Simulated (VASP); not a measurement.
# SnO (F-43m) in VASP: a series of runs

SnO is run at these levels: PBE, HSE06; tasks: relaxation of cell and atoms.

Program: VASP 6.6.1. These are calculated values, not measurements. Logs are shortened: lines on timing, memory, paths and dates and some standing lists are left out, and cuts for length are marked.

### Step 1. The cell of the first run

The structure is cubic, space group F-43m (No. 216). Conventional cell: a = 4.427 Å, b = 4.427 Å, c = 4.427 Å, α = 90.00°, β = 90.00°, γ = 90.00°. Within 2.5 Å of Sn (site symmetry -43m) lie 4 O at 1.92 Å. Within 2.5 Å of O (site symmetry -43m) lie 4 Sn at 1.92 Å.

### Step 2. Relaxation of cell and atoms, PBE

INCAR reads:

```
  PREC = Accurate
  ENCUT = 1340
  EDIFF = 1E-7
  ISMEAR = -1
  SIGMA = 0.02
  LREAL = F
  LASPH = T
  NELM = 120
  ALGO = Normal
  ISIF = 3
  LWAVE = F
  LCHARG = F
  GGA = PE
  IBRION = 2
  NSW = 80
  EDIFFG = -0.005
  GGA_COMPAT = F
  NELMIN = 4
```

KPOINTS reads:

```
Automatic mesh
0
Gamma
  10 10 10
```

POSCAR reads:

```
SnO
1.0
    0.0000000000      2.2133299920      2.2133299920
    2.2133299920      0.0000000000      2.2133299920
    2.2133299920      2.2133299920      0.0000000000
Sn O
1 1
Direct
    0.0000000000      0.0000000000      0.0000000000
    0.2500000000      0.2500000000      0.2500000000
```

Potentials or basis: VASP PAW PBE potentials, release 64 (Sn_d, O_h).

Launch:

```console
cat potpaw_PBE.64/Sn_d/POTCAR potpaw_PBE.64/O_h/POTCAR > POTCAR
mpirun -np 1 vasp_std > vasp.out
```

OUTCAR:

```text
PREC = Accurate
   ENCUT = 1340
   EDIFF = 1E-7
   ISMEAR = -1
   LREAL = F
   LASPH = T
   NELM = 120
   ISIF = 3
   GGA = PE
   IBRION = 2
   NSW = 80
   EDIFFG = -0.005
   NELMIN = 4

 ion  position               nearest neighbor table
   1  0.000  0.000  0.000-   2 1.92   2 1.92   2 1.92   2 1.92
   2  0.250  0.250  0.250-   1 1.92   1 1.92   1 1.92   1 1.92

  LATTYP: Found a face centered cubic cell.
 ALAT       =     4.4266599840

  Lattice vectors:

 A1 = (   0.0000000000,   2.2133299920,   2.2133299920)
 A2 = (   2.2133299920,   0.0000000000,   2.2133299920)
 A3 = (   2.2133299920,   2.2133299920,   0.0000000000)

Analysis of symmetry for initial positions (statically):
=====================================================================
 Subroutine PRICEL returns:
 Original cell was already a primitive cell.

 Routine SETGRP: Setting up the symmetry group for a
 face centered cubic supercell.

 Subroutine GETGRP returns: Found 24 space group operations
 (whereof 24 operations were pure point group operations)
 out of a pool of 48 trial point group operations.

The static configuration has the point symmetry T_d .

Analysis of symmetry for dynamics (positions and initial velocities):
=====================================================================
 Subroutine PRICEL returns:
 Original cell was already a primitive cell.

 Routine SETGRP: Setting up the symmetry group for a
 face centered cubic supercell.

 Subroutine GETGRP returns: Found 24 space group operations
 (whereof 24 operations were pure point group operations)
 out of a pool of 48 trial point group operations.

The dynamic configuration has the point symmetry T_d .

 Subroutine INISYM returns: Found 24 space group operations
 (whereof 24 operations are pure point group operations),
 and found     1 'primitive' translations

----------------------------------------------------------------------------------------

                                     Primitive cell

  volume of cell :      21.6855

  direct lattice vectors                    reciprocal lattice vectors
     0.000000000  2.213329992  2.213329992    -0.225903955  0.225903955  0.225903955
     2.213329992  0.000000000  2.213329992     0.225903955 -0.225903955  0.225903955
     2.213329992  2.213329992  0.000000000     0.225903955  0.225903955 -0.225903955

  length of vectors
     3.130121293  3.130121293  3.130121293     0.391277129  0.391277129  0.391277129

  position of ions in fractional coordinates (direct lattice)
     0.000000000  0.000000000  0.000000000
[... 33 lines left out ...]
 Following reciprocal coordinates:
            Coordinates               Weight
  0.000000  0.000000  0.000000      1.000000
  0.100000  0.000000  0.000000      8.000000
  0.200000  0.000000  0.000000      8.000000
  0.300000  0.000000  0.000000      8.000000
  0.400000  0.000000  0.000000      8.000000
  0.500000  0.000000  0.000000      4.000000
[... 16 lines left out ...]
  0.300000  0.300000  0.000000      6.000000
  0.400000  0.300000  0.000000     24.000000
 [... further k-points ...]
   k-points           NKPTS =     47   k-points in BZ     NKDIM =     47   number of bands    NBANDS=     14
   number of dos      NEDOS =    301   number of ions     NIONS =      2
   total plane-waves  NPLWV =  64000
   dimension x,y,z NGX =    40 NGY =   40 NGZ =   40
   dimension x,y,z NGXF=    80 NGYF=   80 NGZF=   80
   ions per type =               1   1
   NGX,Y,Z   is equivalent  to a cutoff of  21.24, 21.24, 21.24 a.u.
   NGXF,Y,Z  is equivalent  to a cutoff of  42.49, 42.49, 42.49 a.u.
 SYSTEM =  unknown system
   PREC   = accura    normal or accurate (medium, high low for compatibility)
   ISTART =      0    job   : 0-new  1-cont  2-samecut
   ICHARG =      2    charge: 1-file 2-atom 10-const
   ISPIN  =      1    spin polarized calculation?
   LNONCOLLINEAR =      F non collinear calculations
   LSORBIT =      F    spin-orbit coupling
   LASPH  =      T    aspherical Exc in radial PAW
   ENCUT  = 1340.0 eV  98.49 Ry    9.92 a.u.   9.34  9.34  9.34*2*pi/ulx,y,z
   NELM   =    120;   NELMIN=  4; NELMDL= -5     # of ELM steps
   EDIFF  = 0.1E-06   stopping-criterion for ELM
   LREAL  =      F    real-space projection
   EDIFFG = -.5E-02   stopping-criterion for IOM
   NSW    =     80    number of steps for IOM
   IBRION =      2    ionic relax: 0-MD 1-quasi-New 2-CG
   NFREE  =      1    steps in history (QN), initial steepest desc. (CG)
   ISIF   =      3    stress and relaxation
   ISYM   =      2    0-nonsym 1-usesym 2-fastsym
   POTIM  = 0.5000    time-step for ionic-motion
   TEBEG  =    0.0;   TEEND  =   0.0 temperature during run
   PSTRESS=    0.0 pullay stress
   NELECT =      20.0000    total number of electrons
   NUPDOWN=      -1.0000    fix difference up-down
   EMIN   =  10.00;   EMAX   =-10.00  energy-range for DOS
   EFERMI =   0.00;   METHOD = LEGACY
   ISMEAR =    -1;   SIGMA  =   0.02  broadening in eV -4-tet -1-fermi 0-gaus
   EFERMI_NEDOS =   21; number of points for ismear=-14 and -15
   IALGO  =     38    algorithm
   IMIX   =      4    mixing-type and parameters
     AMIX     =   0.40;   BMIX     =  1.00
     AMIX_MAG =   1.60;   BMIX_MAG =  1.00
  volume/ion in A,a.u.               =      10.84        73.17
  Fermi-wavevector in a.u.,A,eV,Ry     =   1.593536  3.011347 34.550068  2.539358
  Thomas-Fermi vector in A             =   2.691751
   LORBIT       =      0    0 simple, 1 ext, 2 COOP (PROOUT), +10 PAW based schemes
   GGA     = PE    functional components
   LHFCALC =     F    Hartree Fock is set to
   AEXX    =    0.0000 exact exchange contribution
   IVDW    =     0    specifies the selected vdW correction
   LEPSILON=     F    determine dielectric tensor
   LRPA    =     F    only Hartree local field effects (RPA)
 conjugate gradient relaxation of ions
 non-spin polarized calculation
  energy-cutoff  :     1340.00
  volume of cell :       21.69
 maximum number of plane-waves:      2450
 NGX is ok and might be reduce to    40
   NGX = 19   NGY = 19   NGZ = 19

--------------------------------------- Ionic step        1  -------------------------------------------

 number of electron      20.0000001 magnetization

 Free energy of the ion-electron system (eV)
  ---------------------------------------------------
  ext. energy  EPLUGINS =         0.00000000
  ---------------------------------------------------
  free energy    TOTEN  =        -5.67887606 eV

  energy without entropy =       -5.67887606  energy(sigma->0) =       -5.67887606

 E-fermi :  16.5697     XC(G=0): -13.0118

 val. band max:       16.2761164922   @ k =  -0.3000   0.3000   0.0000
 cond. band min:      16.8760030175   @ k =  -0.4000   0.2000   0.0000
 fundamental gap:      0.5998865252
 Fermi energy:        16.5697331729
[... 968 lines left out ...]
--------------------------------------- Ionic step        5  -------------------------------------------

 number of electron      19.9999998 magnetization

 Free energy of the ion-electron system (eV)
  ---------------------------------------------------
  ext. energy  EPLUGINS =         0.00000000
  ---------------------------------------------------
  free energy    TOTEN  =       -10.44650327 eV

  energy without entropy =      -10.44595136  energy(sigma->0) =      -10.44622732

 E-fermi :   5.9071     XC(G=0):  -9.5168

 val. band max:        5.8871282230   @ k =  -0.4000   0.5000   0.1000
 cond. band min:       5.9549031790   @ k =  -0.3000   0.5000   0.2000
 fundamental gap:      0.0677749561
 Fermi energy:         5.9070757466
[... 437 lines left out ...]
  FREE ENERGIE OF THE ION-ELECTRON SYSTEM (eV)
  ---------------------------------------------------
  free  energy   TOTEN  =       -10.4465032715 eV

  energy  without entropy=      -10.4459513587  energy(sigma->0) =      -10.44622732

 reached required accuracy - stopping structural energy minimisation
```

OSZICAR:

```text
N       E                     dE             d eps       ncg     rms          rms(c)
DAV:   1     0.249273075890E+03    0.24927E+03   -0.19110E+04  1340   0.454E+03
[... 61 lines left out ...]
DAV:   3    -0.104472045884E+02    0.30293E-02   -0.14687E-02  1998   0.142E+00    0.158E-01
DAV:   4    -0.104465259773E+02    0.67861E-03   -0.26124E-03  1588   0.961E-01    0.252E-02
DAV:   5    -0.104465110360E+02    0.14941E-04   -0.16185E-04  1474   0.162E-01    0.115E-02
DAV:   6    -0.104465030067E+02    0.80293E-05   -0.21948E-05  1442   0.604E-02    0.386E-03
DAV:   7    -0.104465044297E+02   -0.14230E-05   -0.17559E-06  1958   0.235E-02    0.324E-03
DAV:   8    -0.104465033320E+02    0.10977E-05   -0.48465E-07  1498   0.858E-03    0.501E-04
DAV:   9    -0.104465032715E+02    0.60516E-07   -0.38740E-08   886   0.198E-03
   5 F= -.10446503E+02 E0= -.10446227E+02  d E =-.447602E-03
```

Run time: 7.1 min. Hardware: 1 thread of AMD EPYC 7R43 (Zen 3), shared host; peak memory 0.24 GiB.

Results:

* Free energy: -10.4465 eV
* Relaxed volume: 20.44 Å³/atom
* Relaxed cell: a = 3.866 Å, b = 3.866 Å, c = 3.866 Å, α = 60.00°, β = 60.00°, γ = 60.00°
* Space group after relaxing (to 0.1 Å): F-43m (No. 216)
* Energy gained by relaxing: 2383.8 meV/atom
* Ionic steps: 5
* Pressure after relaxing: 0.0 GPa
* Band gap on the k mesh: zero (bands 10 and 11 overlap by 0.17 eV)

Step by step:
```csv
step,energy change (eV),largest force (eV/Å),pressure (GPa),volume (Å³)
1,0.0000,0.0000,140.68,21.69
2,-2.8873,0.0000,-17.60,67.39
3,-4.7675,0.0000,0.22,40.72
4,-4.7672,0.0000,-0.46,41.19
5,-4.7676,0.0000,0.00,40.87
```

Final structure:
```
Sn O
1.0
     0.00000    2.73397    2.73397
     2.73397    0.00000    2.73397
     2.73397    2.73397    0.00000
Sn O
1 1
Direct
  0.00000 0.00000 0.00000
  0.25000 0.25000 0.25000
```

Caveat: the volume moved by over 15 % at a fixed basis, so the end points are rough; the structure was generated, so it needn't be the stable form of SnO; semilocal functionals underestimate gaps, and a narrow one can read as zero; spin-orbit coupling is left out, which moves the levels of the heavy elements.

### Step 3. Relaxation of cell and atoms, HSE06

This run uses another cell than the first one, of 19.86 Å³/atom.

POSCAR reads:

```
SnO
1.0
    0.0000000000      2.7082147584      2.7082147584
    2.7082147584      0.0000000000      2.7082147584
    2.7082147584      2.7082147584      0.0000000000
Sn O
1 1
Direct
    0.0000000000      0.0000000000      0.0000000000
    0.2500000000      0.2500000000      0.2500000000
```

INCAR.step1 reads:

```
SYSTEM = SnO
  PREC = Accurate
  ENCUT = 600
  EDIFF = 1E-5
  ISMEAR = -1
  SIGMA = 0.02
  LREAL = .FALSE.
  LASPH = .TRUE.
  NELM = 120
  ALGO = Normal
  LWAVE = .TRUE.
  LCHARG = .FALSE.
  GGA = PE
  NBANDS = 17
  GGA_COMPAT = .FALSE.
  IBRION = 2
  ISIF = 3
  EDIFFG = -0.005
  NELMIN = 4
  NSW = 100
  KPAR = 4
```

INCAR.step2 reads:

```
SYSTEM = SnO
  PREC = Accurate
  ENCUT = 600
  EDIFF = 1E-7
  ISMEAR = -1
  SIGMA = 0.02
  LREAL = .FALSE.
  LASPH = .TRUE.
  NELM = 120
  ALGO = Normal
  ISIF = 3
  LWAVE = .FALSE.
  LCHARG = .FALSE.
  GGA = PE
  LHFCALC = .TRUE.
  HFSCREEN = 0.2079
  PRECFOCK = Normal
  IBRION = 2
  NSW = 80
  EDIFFG = -0.005
  ISTART = 1
  GGA_COMPAT = .FALSE.
  NELMIN = 4
  KPAR = 4
```

KPOINTS reads:

```
regular mesh
0
G
  6 6 6
  0 0 0
```

Potentials or basis: VASP PAW PBE potentials, release 64 (Sn_d, O).

Launch:

```console
cat potpaw_PBE.64/Sn_d/POTCAR potpaw_PBE.64/O/POTCAR > POTCAR
cp INCAR.step1 INCAR
mpirun -np 4 vasp_std > vasp.out
cp INCAR.step2 INCAR
mpirun -np 4 vasp_std > vasp.out
```

OUTCAR:

```text
SYSTEM = SnO
   PREC = Accurate
   ENCUT = 600
   EDIFF = 1E-7
   ISMEAR = -1
   LREAL = .FALSE.
   LASPH = .TRUE.
   NELM = 120
   ISIF = 3
   GGA = PE
   LHFCALC = .TRUE.
   HFSCREEN = 0.2079
   PRECFOCK = Normal
   IBRION = 2
   NSW = 80
   EDIFFG = -0.005
   ISTART = 1
   NELMIN = 4

 ion  position               nearest neighbor table
   1  0.000  0.000  0.000-   2 2.35   2 2.35   2 2.35   2 2.35
   2  0.250  0.250  0.250-   1 2.35   1 2.35   1 2.35   1 2.35

  LATTYP: Found a face centered cubic cell.
 ALAT       =     5.4164295168

  Lattice vectors:

 A1 = (   0.0000000000,   2.7082147584,   2.7082147584)
 A2 = (   2.7082147584,   0.0000000000,   2.7082147584)
 A3 = (   2.7082147584,   2.7082147584,   0.0000000000)

Analysis of symmetry for initial positions (statically):
=====================================================================
 Subroutine PRICEL returns:
 Original cell was already a primitive cell.

 Routine SETGRP: Setting up the symmetry group for a
 face centered cubic supercell.

 Subroutine GETGRP returns: Found 24 space group operations
 (whereof 24 operations were pure point group operations)
 out of a pool of 48 trial point group operations.

The static configuration has the point symmetry T_d .

Analysis of symmetry for dynamics (positions and initial velocities):
=====================================================================
 Subroutine PRICEL returns:
 Original cell was already a primitive cell.

 Routine SETGRP: Setting up the symmetry group for a
 face centered cubic supercell.

 Subroutine GETGRP returns: Found 24 space group operations
 (whereof 24 operations were pure point group operations)
 out of a pool of 48 trial point group operations.

[... 108 lines left out ...]
   IALGO  =     38    algorithm
   IMIX   =      1    mixing-type and parameters
     AMIX     =   0.40;   BMIX     =  1.00
     AMIX_MAG =   1.60;   BMIX_MAG =  1.00
  volume/ion in A,a.u.               =      19.86       134.04
  Fermi-wavevector in a.u.,A,eV,Ry     =   1.302342  2.461070 23.076771  1.696095
  Thomas-Fermi vector in A             =   2.433416
   LORBIT       =      0    0 simple, 1 ext, 2 COOP (PROOUT), +10 PAW based schemes
   GGA     = PE    functional components
   LHFCALC =     T    Hartree Fock is set to
   PRECFOCK=normal    Normal, Fast or Accurate (Low or Medium for compatibility)
   ENCUT4O =  -1.0   cutoff for four orbital integrals eV
   NKREDX  =     1    reduce k-point grid by
   NKREDY  =     1    reduce k-point grid by
   NKREDZ  =     1    reduce k-point grid by
   AEXX    =    0.2500 exact exchange contribution
   HFSCREEN=    0.2079 screening length (either q_TF or 0.3 A-1)
   HFSCREENC=   0.2079 screening length for correlation (either q_TF or 0.3 A-1)
   ENCUTFOCK=  -1.0 apply spherical cutoff to Coloumb kernel
   IVDW    =     0    specifies the selected vdW correction
   LEPSILON=     F    determine dielectric tensor
   LRPA    =     F    only Hartree local field effects (RPA)
 conjugate gradient relaxation of ions
 non-spin polarized calculation
  energy-cutoff  :      600.00
  volume of cell :       39.73
 maximum number of plane-waves:      1363
 NGX is ok and might be reduce to    32
  NGX = 24; NGY = 24; NGZ = 24

--------------------------------------- Ionic step        1  -------------------------------------------

 number of electron      20.0000001 magnetization

 Free energy of the ion-electron system (eV)
  ---------------------------------------------------
  ext. energy  EPLUGINS =         0.00000000
  ---------------------------------------------------
  free energy    TOTEN  =       -12.74455156 eV

  energy without entropy =      -12.74330124  energy(sigma->0) =      -12.74392640

------------------------ aborting loop because EDIFF is reached ----------------------------------------

  FORCE on cell =-STRESS in cart. coord.  units (eV):
  Direction    XX          YY          ZZ          XY          YZ          ZX
  --------------------------------------------------------------------------------------
  -------------------------------------------------------------------------------------
  Total        0.0898635      0.0898635      0.0898635      0.0000000     -0.0000000      0.0000000
  in kB        3.6242197      3.6242197      3.6242197      0.0000000     -0.0000000      0.0000000
  external PRESSURE =       3.6242197 kB  Pullay stress =       0.0000000 kB
[... 59 lines left out ...]
--------------------------------------- Ionic step        3  -------------------------------------------

 number of electron      20.0000001 magnetization

 Free energy of the ion-electron system (eV)
  ---------------------------------------------------
  ext. energy  EPLUGINS =         0.00000000
  ---------------------------------------------------
  free energy    TOTEN  =       -12.74477578 eV

  energy without entropy =      -12.74352547  energy(sigma->0) =      -12.74415063

 E-fermi :   5.8754     XC(G=0):  -7.9775

 val. band max:        5.8534379652   @ k =  -0.3333   0.5000   0.1667
 cond. band min:       6.7094678133   @ k =   0.5000   0.3333   0.0000
 fundamental gap:      0.8560298480
 Fermi energy:         5.8754139286

 k-point     1 :       0.0000    0.0000    0.0000
  band No.  band energies     occupation
      1     -18.1215      2.00000
      2     -18.1215      2.00000
      3     -18.1215      2.00000
      4     -18.0660      2.00000
      5     -18.0660      2.00000
      6     -15.3806      2.00000
      7      -1.0925      2.00000
      8       1.4461      2.00000
      9       1.4461      2.00000
     10       1.4461      2.00000
     11      11.0997      0.00000
     12      11.0997      0.00000
     13      11.0997      0.00000
     14      15.6643      0.00000
[... 282 lines left out ...]
  FREE ENERGIE OF THE ION-ELECTRON SYSTEM (eV)
  ---------------------------------------------------
  free  energy   TOTEN  =       -12.7447757826 eV

  energy  without entropy=      -12.7435254690  energy(sigma->0) =      -12.74415063

 reached required accuracy - stopping structural energy minimisation
```

OSZICAR.step1:

```text
N       E                     dE             d eps       ncg     rms          rms(c)
DAV:   1     0.163502532886E+03    0.16350E+03   -0.11000E+04   568   0.185E+03
DAV:   2     0.556910238842E+01   -0.15793E+03   -0.14940E+03   609   0.426E+02
DAV:   3    -0.121725108432E+02   -0.17742E+02   -0.17638E+02   608   0.118E+02
[... 22 lines left out ...]
DAV:   2    -0.104641239108E+02    0.74088E-02   -0.44171E-02   597   0.179E+00    0.268E-01
DAV:   3    -0.104623302104E+02    0.17937E-02   -0.75021E-03   814   0.969E-01    0.130E-01
DAV:   4    -0.104618636547E+02    0.46656E-03   -0.14022E-03   701   0.594E-01    0.204E-02
DAV:   5    -0.104618511921E+02    0.12463E-04   -0.91606E-05   647   0.106E-01    0.878E-03
DAV:   6    -0.104618465290E+02    0.46631E-05   -0.81568E-06   296   0.304E-02
   3 F= -.10461847E+02 E0= -.10461221E+02  d E =-.104764E-01
```

Wall time 27 min (4 MPI ranks of Intel Xeon Platinum 8488C (Sapphire Rapids), shared host); peak memory 0.29 GiB.

Results:

| Item | Value |
| --- | --- |
| Free energy | -12.7448 eV |
| Relaxed volume | 19.96 Å³/atom |
| Relaxed cell | a = 3.836 Å, b = 3.836 Å, c = 3.836 Å, α = 60.00°, β = 60.00°, γ = 60.00° |
| Space group after relaxing (to 0.1 Å) | F-43m (No. 216) |
| Energy gained by relaxing | 0.1 meV/atom |
| Ionic steps | 3 |
| Pressure after relaxing | 0.0 GPa |
| Band gap on the k mesh | zero (bands 10 and 11 overlap by 0.16 eV) |

Step by step:
```csv
step,energy change (eV),largest force (eV/Å),pressure (GPa),volume (Å³)
1,0.0000,0.0000,0.36,39.73
2,-0.0002,0.0000,-0.10,39.99
3,-0.0002,0.0000,0.01,39.93
```

Final structure:
```yaml
crystal:
  lattice:
    - [0.00000, 2.71280, 2.71280]
    - [2.71280, 0.00000, 2.71280]
    - [2.71280, 2.71280, 0.00000]
  atoms:
    - { symbol: Sn, position: [0.00000, 0.00000, 0.00000] }
    - { symbol: O, position: [0.25000, 0.25000, 0.25000] }
```

Levels at points of the mesh, in eV from the Fermi level:
| k point | band 7 | band 8 | band 9 | band 10 | band 11 | band 12 | band 13 | band 14 |
| --- | --- | --- | --- | --- | --- | --- | --- | --- |
| (0.00, 0.00, 0.00) | -6.97 | -4.43 | -4.43 | -4.43 | 5.22 | 5.22 | 5.22 | 9.79 |
| (0.50, 0.00, 0.00) | -8.95 | -4.88 | -4.88 | -2.62 | 2.11 | 5.35 | 5.35 | 9.22 |
| (0.50, 0.50, 0.00) | -8.75 | -5.67 | -5.67 | -0.38 | -0.18 | 6.03 | 6.09 | 6.09 |

Caveat: the structure was generated, so it needn't be the stable form of SnO; the PAW data sets were made with another functional, which shifts forces and pressure a little; spin-orbit coupling is left out, which moves the levels of the heavy elements.

The gap in the log of VASP goes by the Fermi energy; the results here count the filled bands.